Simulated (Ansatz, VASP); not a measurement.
In3Sb: VASP beside Ansatz

```
In Sb
1.0
     4.13419    0.00000    0.00000
     0.00000    4.13419    0.00000
     0.00000    0.00000    5.84575
In Sb
3 1
Direct
  0.50000 0.50000 0.00000
  0.50000 0.00000 0.50000
  0.00000 0.50000 0.50000
  0.00000 0.00000 0.00000
```

Alike in both runs: task single point; functional PBEsol; dispersion D3(BJ); k mesh 12 × 12 × 12; occupations gaussian, width 0.15 eV; no spin polarisation.

|  | VASP | Ansatz |
| --- | --- | --- |
| version | VASP 6.6.1 | Ansatz 0.2.0 |
| potentials or method | VASP PAW PBE potentials, release 64 (In_d, Sb), cutoff 520 eV | scalar-relativistic, plane waves, PAW |
| valence electrons in the cell | 44 | 54 |

|  | VASP | Ansatz | Ansatz less VASP |
| --- | --- | --- | --- |
| gap on the k mesh at the Fermi level (eV) | none | none | - |
| pressure (GPa) | 1.7 | 1.8 | +0.04 |
| traceless stress, the component that is largest in VASP (GPa) | -4.72 | -4.69 | +0.029 |

VASP's potentials were made for PBE, not for PBEsol. A gap of «none» marks a metal or a gap that the smearing closes. VASP's potentials hold 44 valence electrons a cell and Ansatz's 54, so a difference there can come from the potentials and not from the codes.

Spin-orbit coupling is off throughout.
